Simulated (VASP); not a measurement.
# Si16C (a cell with a defect) in VASP: notebook

Si16C (a cell with a defect) is run at these levels: PBE; tasks: single point.

Everything below comes from runs of VASP 6.6.1. Logs are shortened: lines on timing, memory, paths and dates and some standing lists are left out, and cuts for length are marked.

## 1. The cell of the first run

The cell holds a defect, 17 atoms: a = 7.679 Å, b = 7.679 Å, c = 7.679 Å, α = 60.00°, β = 60.00°, γ = 60.00°.

## 2. Single point, PBE, collinear spin

File INCAR:

```
SYSTEM = Si16C
PREC     = Accurate       ! precision mode
ENCUT    = 520            ! plane-wave cutoff, eV
EDIFF    = 1E-7           ! SCF threshold, eV
ISMEAR   = 0              ! smearing method
SIGMA    = 0.02           ! smearing width, eV
LREAL    = Auto         
LASPH    = .TRUE.         ! aspherical terms in the spheres
NELM     = 150            ! most SCF steps
ALGO     = Normal         ! electronic algorithm
ISIF     = 2              ! what is computed and relaxed
LWAVE    = .FALSE.        ! write WAVECAR
LCHARG   = .TRUE.         ! write CHGCAR
ISPIN    = 2              ! spin polarisation
MAGMOM   = 0 0 0 0 0 0 0 0 0 0 0 0 0 0 0 0 1 ! initial moments
LORBIT   = 11             ! projections on sites
GGA      = PE             ! functional
LELF     = .TRUE.         ! ELF
LVHAR    = .TRUE.       
NBANDS   = 52             ! bands
```

File KPOINTS:

```
regular mesh
0
G
  2 2 2
  0 0 0
```

File POSCAR:

```
Si16C
1.0
    0.0000000000      5.4300000000      5.4300000000
    5.4300000000      0.0000000000      5.4300000000
    5.4300000000      5.4300000000      0.0000000000
Si C
16 1
Direct
   -0.0198358959     -0.0202037712     -0.0229173863
    0.0697218547      0.0694460736      0.1551739833
    0.0046958059      0.0044606112      0.5029780258
    0.1386559008      0.1383026185      0.6102096678
    0.0486246254      0.4992342480     -0.0177277829
    0.1451411200      0.6212349719      0.1309724089
    0.0092526686      0.5109072615      0.5040885125
    0.1471226470      0.6364540033      0.6138074627
    0.4996475625      0.0482807666     -0.0176466887
    0.6216136541      0.1448096134      0.1310652453
    0.5112507610      0.0088849083      0.5041643957
    0.6366713082      0.1468655030      0.6138761442
    0.5191696963      0.5188408670     -0.0050259478
    0.6530537943      0.6527456134      0.1021115586
    0.5206867335      0.5204262551      0.4766842235
    0.6358439622      0.6354943711      0.6204984981
    0.2320899015      0.2317103854      0.9720706792
```

Potentials or basis: VASP PAW PBE potentials, release 64 (Si, C).

Launch:

```bash
cat potpaw_PBE.64/Si/POTCAR potpaw_PBE.64/C/POTCAR > POTCAR
mpirun -np 1 vasp_std > vasp.out
```

OUTCAR:

```text
SYSTEM = Si16C
   PREC = Accurate
   ENCUT = 520
   EDIFF = 1E-7
   ISMEAR = 0
   LREAL = Auto
   LASPH = .TRUE.
   NELM = 150
   ISIF = 2
   ISPIN = 2
   LORBIT = 11
   GGA = PE

 ion  position               nearest neighbor table
   1  0.980  0.980  0.977-   2 2.27   6 2.31  10 2.31   4 2.35
   2  0.070  0.069  0.155-  17 1.77   1 2.27   3 2.28   5 2.82   9 2.83
   3  0.005  0.004  0.503-   2 2.28   8 2.31  12 2.31   4 2.35
   4  0.139  0.138  0.610-  11 2.34   7 2.34   1 2.35   3 2.35
   5  0.049  0.499  0.982-  17 1.84   6 2.31   8 2.32  14 2.48   2 2.82
   6  0.145  0.621  0.131-   1 2.31   5 2.31   7 2.34  13 2.35
   7  0.009  0.511  0.504-   4 2.34   6 2.34   8 2.34  16 2.34
   8  0.147  0.636  0.614-   3 2.31   5 2.32   7 2.34  15 2.34
   9  0.500  0.048  0.982-  17 1.84  10 2.31  12 2.32  14 2.48   2 2.83
  10  0.622  0.145  0.131-   1 2.31   9 2.31  11 2.34  13 2.35
  11  0.511  0.009  0.504-   4 2.34  10 2.34  12 2.34  16 2.34
  12  0.637  0.147  0.614-   3 2.31   9 2.32  11 2.34  15 2.34
  13  0.519  0.519  0.995-  10 2.35   6 2.35  16 2.35  14 2.35
  14  0.653  0.653  0.102-  15 2.35  13 2.35   9 2.48   5 2.48
  15  0.521  0.520  0.477-  12 2.34   8 2.34  16 2.35  14 2.35
  16  0.636  0.635  0.620-  11 2.34   7 2.34  15 2.35  13 2.35
  17  0.232  0.232  0.972-   2 1.77   5 1.84   9 1.84

  LATTYP: Found a face centered cubic cell.
 ALAT       =    10.8600000000

  Lattice vectors:

 A1 = (   0.0000000000,   5.4300000000,   5.4300000000)
 A2 = (   5.4300000000,   0.0000000000,   5.4300000000)
 A3 = (   5.4300000000,   5.4300000000,   0.0000000000)

Analysis of symmetry for initial positions (statically):
=====================================================================
 Subroutine PRICEL returns:
 Original cell was already a primitive cell.

 Routine SETGRP: Setting up the symmetry group for a
 face centered cubic supercell.

 Subroutine GETGRP returns: Found  1 space group operations
 (whereof  1 operations were pure point group operations)
 out of a pool of 48 trial point group operations.

The static configuration has the point symmetry C_1 .

Analysis of symmetry for dynamics (positions and initial velocities):
=====================================================================
 Subroutine PRICEL returns:
 Original cell was already a primitive cell.

 Routine SETGRP: Setting up the symmetry group for a
 face centered cubic supercell.

 Subroutine GETGRP returns: Found  1 space group operations
 (whereof  1 operations were pure point group operations)
 out of a pool of 48 trial point group operations.

The dynamic configuration has the point symmetry C_1 .

Analysis of structural, dynamic, and magnetic symmetry:
=====================================================================
 Subroutine PRICEL returns:
 Original cell was already a primitive cell.

 Routine SETGRP: Setting up the symmetry group for a
 face centered cubic supercell.

 Subroutine GETGRP returns: Found  1 space group operations
 (whereof  1 operations were pure point group operations)
 out of a pool of 48 trial point group operations.

The overall configuration has the point symmetry C_1 .

 Subroutine INISYM returns: Found  1 space group operations
 (whereof  1 operations are pure point group operations),
 and found     1 'primitive' translations

----------------------------------------------------------------------------------------

                                     Primitive cell

  volume of cell :     320.2060

  direct lattice vectors                    reciprocal lattice vectors
     0.000000000  5.430000000  5.430000000    -0.092081031  0.092081031  0.092081031
     5.430000000  0.000000000  5.430000000     0.092081031 -0.092081031  0.092081031
     5.430000000  5.430000000  0.000000000     0.092081031  0.092081031 -0.092081031

  length of vectors
     7.679179644  7.679179644  7.679179644     0.159489025  0.159489025  0.159489025

  position of ions in fractional coordinates (direct lattice)
     0.980164104  0.979796229  0.977082614
     0.069721855  0.069446074  0.155173983
     0.004695806  0.004460611  0.502978026
     0.138655901  0.138302618  0.610209668
     0.048624625  0.499234248  0.982272217
     0.145141120  0.621234972  0.130972409
[... 9 lines left out ...]
     0.635843962  0.635494371  0.620498498
     0.232089901  0.231710385  0.972070679

  ion indices of the primitive-cell ions
   primitive index   ion index
                 1           1
                 2           2
                 3           3
                 4           4
                 5           5
                 6           6
[... 9 lines left out ...]
                16          16
                17          17

[... 32 lines left out ...]
  0.500000  0.500000  0.500000      1.000000
  0.500000  0.500000  0.000000      1.000000
  0.000000  0.500000  0.500000      1.000000
  0.500000  0.000000  0.500000      1.000000
   k-points           NKPTS =      8   k-points in BZ     NKDIM =      8   number of bands    NBANDS=     52
   number of dos      NEDOS =    301   number of ions     NIONS =     17
   total plane-waves  NPLWV = 216000
   dimension x,y,z NGX =    60 NGY =   60 NGZ =   60
   dimension x,y,z NGXF=   120 NGYF=  120 NGZF=  120
   ions per type =              16   1
   NGX,Y,Z   is equivalent  to a cutoff of  12.99, 12.99, 12.99 a.u.
   NGXF,Y,Z  is equivalent  to a cutoff of  25.98, 25.98, 25.98 a.u.
 SYSTEM =  Si16C
   PREC   = accura    normal or accurate (medium, high low for compatibility)
   ISTART =      0    job   : 0-new  1-cont  2-samecut
   ICHARG =      2    charge: 1-file 2-atom 10-const
   ISPIN  =      2    spin polarized calculation?
   LNONCOLLINEAR =      F non collinear calculations
   LSORBIT =      F    spin-orbit coupling
   LASPH  =      T    aspherical Exc in radial PAW
   ENCUT  =  520.0 eV  38.22 Ry    6.18 a.u.  14.28 14.28 14.28*2*pi/ulx,y,z
   NELM   =    150;   NELMIN=  2; NELMDL= -5     # of ELM steps
   EDIFF  = 0.1E-06   stopping-criterion for ELM
   LREAL  =      T    real-space projection
   EDIFFG = 0.1E-05   stopping-criterion for IOM
   NSW    =      0    number of steps for IOM
   IBRION =     -1    ionic relax: 0-MD 1-quasi-New 2-CG
   NFREE  =      0    steps in history (QN), initial steepest desc. (CG)
   ISIF   =      2    stress and relaxation
   ISYM   =      2    0-nonsym 1-usesym 2-fastsym
   POTIM  = 0.5000    time-step for ionic-motion
   TEBEG  =    0.0;   TEEND  =   0.0 temperature during run
   PSTRESS=    0.0 pullay stress
   NELECT =      68.0000    total number of electrons
   NUPDOWN=      -1.0000    fix difference up-down
   EMIN   =  10.00;   EMAX   =-10.00  energy-range for DOS
   EFERMI =   0.00;   METHOD = LEGACY
   ISMEAR =     0;   SIGMA  =   0.02  broadening in eV -4-tet -1-fermi 0-gaus
   EFERMI_NEDOS =   21; number of points for ismear=-14 and -15
   IALGO  =     38    algorithm
   IMIX   =      4    mixing-type and parameters
     AMIX     =   0.40;   BMIX     =  1.00
     AMIX_MAG =   1.60;   BMIX_MAG =  1.00
  volume/ion in A,a.u.               =      18.84       127.11
  Fermi-wavevector in a.u.,A,eV,Ry     =   0.976715  1.845724 12.979587  0.953973
  Thomas-Fermi vector in A             =   2.107356
   LORBIT       =     11    0 simple, 1 ext, 2 COOP (PROOUT), +10 PAW based schemes
   GGA     = PE    functional components
   LHFCALC =     F    Hartree Fock is set to
   AEXX    =    0.0000 exact exchange contribution
   IVDW    =     0    specifies the selected vdW correction
   LEPSILON=     F    determine dielectric tensor
   LRPA    =     F    only Hartree local field effects (RPA)
 spin polarized calculation
 Gauss-broadening in eV      SIGMA  =   0.02
  energy-cutoff  :      520.00
  volume of cell :      320.21
 maximum number of plane-waves:      8646
 NGX is ok and might be reduce to    60
   NGX = 29   NGY = 29   NGZ = 29

 number of electron      67.9999999 magnetization      -0.0000118

 number of electron      67.9999999 magnetization       0.0000031

 Free energy of the ion-electron system (eV)
  ---------------------------------------------------
  ext. energy  EPLUGINS =         0.00000000
  ---------------------------------------------------
  free energy    TOTEN  =       -91.10952165 eV

  energy without entropy =      -91.10952113  energy(sigma->0) =      -91.10952139

 E-fermi :   6.3290     XC(G=0):  -9.5587

 val. band max:        6.2702650654   @ k =   0.5000   0.5000   0.5000
 cond. band min:       6.3876670721   @ k =   0.0000   0.0000   0.0000
 fundamental gap:      0.1174020066
 Fermi energy:         6.3289657212

 spin component 1

 k-point     1 :       0.0000    0.0000    0.0000
  band No.  band energies     occupation
      1      -7.0532      1.00000
      2      -5.3181      1.00000
      3      -3.8573      1.00000
      4      -3.8192      1.00000
      5      -3.7155      1.00000
      6      -2.9341      1.00000
[... 381 lines left out ...]
     45      10.1281      0.00000
     46      10.2165      0.00000
 Fermi energy:         6.3289657212

 spin component 2

 k-point     1 :       0.0000    0.0000    0.0000
  band No.  band energies     occupation
      1      -7.0532      1.00000
      2      -5.3181      1.00000
      3      -3.8573      1.00000
      4      -3.8192      1.00000
      5      -3.7155      1.00000
      6      -2.9341      1.00000
[... 381 lines left out ...]
     45      10.1281      0.00000
     46      10.2165      0.00000
 [bands above 46 left out]

------------------------ aborting loop because EDIFF is reached ----------------------------------------

  FORCE on cell =-STRESS in cart. coord.  units (eV):
  Direction    XX          YY          ZZ          XY          YZ          ZX
  --------------------------------------------------------------------------------------
  -------------------------------------------------------------------------------------
  Total        5.5885784      5.5864927     13.6019444      1.9865178      0.2084144      0.2151355
  in kB       27.9629152     27.9524794     68.0584561      9.9397063      1.0428186      1.0764484
  external PRESSURE =      41.3246169 kB  Pullay stress =       0.0000000 kB

 VOLUME and BASIS-vectors are now :
 -----------------------------------------------------------------------------
  energy-cutoff  :      520.00
  volume of cell :      320.21
      direct lattice vectors                 reciprocal lattice vectors
     0.000000000  5.430000000  5.430000000    -0.092081031  0.092081031  0.092081031
     5.430000000  0.000000000  5.430000000     0.092081031 -0.092081031  0.092081031
     5.430000000  5.430000000  0.000000000     0.092081031  0.092081031 -0.092081031

 POSITION                                       TOTAL-FORCE (eV/Angst)
 -----------------------------------------------------------------------------------
     10.62585     10.62785     10.64258         0.000595      0.000349      0.000414
      1.21969      1.22118      0.75568        -0.002924     -0.002830     -0.006395
      2.75539      2.75667      0.04972        -0.005815     -0.005749     -0.003176
      4.06442      4.06634      1.50388         0.000479     -0.000097     -0.002951
      8.04458      5.59777      2.97487        -0.006154      0.001672      0.004001
      4.08449      1.49930      4.16142         0.002262     -0.006058     -0.000298
[... 9 lines left out ...]
      6.82004      6.82194      6.90337         0.001480      0.001726     -0.002663
      6.53653      6.53859      2.51844         0.003944      0.009248      0.006674
 -----------------------------------------------------------------------------------
    total drift:                                0.001092      0.002360      0.009662

  FREE ENERGIE OF THE ION-ELECTRON SYSTEM (eV)
  ---------------------------------------------------
  free  energy   TOTEN  =       -91.1095216453 eV

  energy  without entropy=      -91.1095211336  energy(sigma->0) =      -91.10952139

 total charge

# of ion       s       p       d       tot
------------------------------------------
    1        0.752   0.973   0.000   1.725
    2        0.790   0.922   0.000   1.712
    3        0.754   0.972   0.000   1.725
    4        0.741   0.945   0.000   1.687
    5        0.749   0.921   0.000   1.669
    6        0.748   0.959   0.000   1.707
[... 9 lines left out ...]
   16        0.738   0.962   0.000   1.700
   17        0.885   1.601   0.000   2.485
--------------------------------------------------
tot         12.872  16.762   0.000  29.634

 magnetization (x)

# of ion       s       p       d       tot
------------------------------------------
    1        0.000  -0.000   0.000   0.000
    2       -0.000  -0.000   0.000  -0.000
    3        0.000  -0.000   0.000   0.000
    4        0.000   0.000   0.000   0.000
    5       -0.000  -0.000   0.000  -0.000
    6        0.000  -0.000   0.000  -0.000
[... 9 lines left out ...]
   16        0.000   0.000   0.000   0.000
   17       -0.000  -0.000   0.000  -0.000
--------------------------------------------------
tot          0.000  -0.000   0.000  -0.000
```

Run time: 20 min. Hardware: 1 thread of Oxide Virtual Turin-like, shared host; peak memory 0.68 GiB.

What came out:

```yaml
Free_energy: -91.1095 eV
Pressure: 4.1 GPa
Largest_force: 0.012 eV/Å
Band_gap_on_the_k_mesh: zero (filled and empty bands overlap)
Net_moment: 0.00 μB per cell
Valence_electrons_inside_the_program's_atomic_spheres: Si 1.73, 1.71, 1.69, 1.67, 1.70, 1.65 (each value once); C 2.48
```

Forces on the atoms (eV/Å):
```
Si   0.001  0.000  0.000
Si  -0.003 -0.003 -0.006
Si  -0.006 -0.006 -0.003
Si   0.000  0.000 -0.003
Si  -0.006  0.002  0.004
Si   0.002 -0.006  0.000
Si  -0.001 -0.001  0.004
Si   0.000  0.006  0.000
Si   0.003 -0.012  0.002
Si  -0.007  0.001  0.001
Si   0.000 -0.002  0.003
Si   0.005  0.004  0.000
Si   0.004  0.003  0.001
Si   0.000  0.002 -0.002
Si   0.001  0.001 -0.005
Si   0.001  0.002 -0.003
C    0.004  0.009  0.007
```

Caveat: the k points lie up to 0.50 Å⁻¹ apart, too coarse for converged energies and pressures of a metal.

## 3. Single point, PBE, collinear spin

File INCAR:

```
PREC = Accurate
ENCUT = 520
EDIFF = 1E-6
ISMEAR = 0
SIGMA = 0.02
LREAL = Auto
LASPH = True
NELM = 150
ALGO = Normal
ISIF = 2
LWAVE = False
LCHARG = True
ISPIN = 2
MAGMOM = 0 0 0 0 0 0 0 0 0 0 0 0 0 0 0 0 1
LORBIT = 11
GGA = PE
LELF = True
LVHAR = True
NBANDS = 52
```

File KPOINTS:

```
regular mesh
0
Gamma
  2 2 2
```

File POSCAR:

```
Si16C
1.0
    0.0000000000      5.4300000000      5.4300000000
    5.4300000000      0.0000000000      5.4300000000
    5.4300000000      5.4300000000      0.0000000000
Si C
16 1
Direct
    0.0228984909     -0.0285941061     -0.0271436557
    0.1294747692      0.1057557578      0.1067512711
   -0.0064864383      0.0032595747      0.4808089587
    0.1427131490      0.1246330743      0.5774248747
   -0.0062193199      0.4798049052      0.0044969495
    0.1431193835      0.5756758971      0.1264896171
   -0.0305208913      0.5533925410      0.5575278901
    0.1473686668      0.6447905185      0.6456667327
    0.5040059473     -0.0106051919     -0.0103151204
    0.6482557117      0.1041778961      0.1046706067
    0.5111311345     -0.0117017006      0.4781809903
    0.6204528150      0.1139419460      0.6162820323
    0.5115116300      0.4777483709     -0.0113812699
    0.6207660740      0.6159866774      0.1142452574
    0.5140853866      0.4865878607      0.4869067461
    0.6216889333      0.6203947520      0.6205665303
    0.1526074976      0.3922499669      1.3940826190
```

Potentials or basis: VASP PAW PBE potentials, release 64 (Si, C).

Launch:

```bash
cat potpaw_PBE.64/Si/POTCAR potpaw_PBE.64/C/POTCAR > POTCAR
mpirun -np 1 vasp_std > vasp.out
```

It took 19 min on 1 thread of Oxide Virtual Turin-like, shared host; peak memory 0.67 GiB.

The run converged. Its results:

```
Free energy                                           : -91.1095 eV
Pressure                                              : 4.1 GPa
Largest force                                         : 0.021 eV/Å
Band gap on the k mesh                                : zero (filled and empty bands overlap)
Net moment                                            : 0.00 μB per cell
Valence electrons inside the program's atomic spheres : Si 1.65, 1.69, 1.71, 1.67, 1.73, 1.70 (each value once); C 2.49
```

Forces in eV/Å, atoms in the order of the input:
```
Si   0.004 -0.004 -0.004
Si   0.001  0.001  0.004
Si  -0.004  0.002  0.003
Si  -0.004 -0.004  0.005
Si  -0.008 -0.001  0.011
Si   0.001 -0.005 -0.006
Si   0.010 -0.007  0.017
Si  -0.001 -0.001 -0.018
Si   0.003  0.001 -0.004
Si   0.003  0.000  0.002
Si   0.002 -0.003 -0.005
Si   0.002 -0.001 -0.001
Si  -0.001 -0.004 -0.003
Si  -0.001  0.000 -0.006
Si  -0.003  0.008  0.004
Si   0.003  0.011 -0.002
C   -0.005  0.005  0.003
```

Stress tensor (GPa, compression positive):
```
6.82 0.09 0.11
0.09 2.81 0.99
0.11 0.99 2.81
```

Levels at points of the mesh, in eV from the Fermi level:
Spin up:
| k point | band 30 | band 31 | band 32 | band 33 | band 34 | band 35 | band 36 | band 37 | band 38 | band 39 |
| --- | --- | --- | --- | --- | --- | --- | --- | --- | --- | --- |
| (0.00, 0.00, 0.00) | -1.39 | -1.20 | -0.78 | -0.49 | -0.47 | -0.38 | 0.06 | 0.33 | 0.54 | 0.66 |
| (0.50, 0.00, 0.00) | -1.73 | -1.20 | -1.18 | -1.09 | -0.12 | 0.61 | 0.73 | 1.04 | 1.07 | 1.28 |
| (0.00, 0.50, 0.00) | -1.56 | -1.38 | -1.26 | -0.99 | -0.21 | 0.71 | 0.73 | 1.08 | 1.12 | 1.21 |
| (0.00, 0.00, 0.50) | -1.57 | -1.38 | -1.27 | -0.99 | -0.21 | 0.69 | 0.73 | 1.07 | 1.13 | 1.22 |
| (0.50, 0.50, 0.50) | -1.70 | -1.28 | -1.26 | -0.96 | -0.06 | 0.55 | 0.68 | 0.96 | 1.13 | 1.23 |
| (0.50, 0.50, 0.00) | -1.86 | -1.79 | -1.67 | -0.98 | -0.84 | 0.84 | 1.14 | 1.40 | 1.92 | 2.08 |
| (0.00, 0.50, 0.50) | -1.81 | -1.78 | -1.72 | -1.11 | 0.30 | 0.52 | 0.99 | 1.44 | 1.78 | 1.81 |
| (0.50, 0.00, 0.50) | -1.85 | -1.80 | -1.67 | -0.97 | -0.84 | 0.85 | 1.14 | 1.40 | 1.92 | 2.08 |
Spin down:
| k point | band 32 | band 33 | band 34 | band 35 | band 36 | band 37 |
| --- | --- | --- | --- | --- | --- | --- |
| (0.00, 0.00, 0.00) | -0.78 | -0.49 | -0.47 | -0.38 | 0.06 | 0.33 |
| (0.50, 0.00, 0.00) | -1.18 | -1.09 | -0.12 | 0.61 | 0.73 | 1.04 |
| (0.00, 0.50, 0.00) | -1.26 | -0.99 | -0.21 | 0.71 | 0.73 | 1.08 |
| (0.00, 0.00, 0.50) | -1.27 | -0.99 | -0.21 | 0.69 | 0.73 | 1.07 |
| (0.50, 0.50, 0.50) | -1.26 | -0.96 | -0.06 | 0.55 | 0.68 | 0.96 |
| (0.50, 0.50, 0.00) | -1.67 | -0.98 | -0.84 | 0.84 | 1.14 | 1.40 |
| (0.00, 0.50, 0.50) | -1.72 | -1.11 | 0.30 | 0.52 | 0.99 | 1.44 |
| (0.50, 0.00, 0.50) | -1.67 | -0.97 | -0.84 | 0.85 | 1.14 | 1.40 |

Caveat: the k points lie up to 0.50 Å⁻¹ apart, too coarse for converged energies and pressures of a metal.

The gap in the log of VASP goes by the Fermi energy; the results here count the filled bands.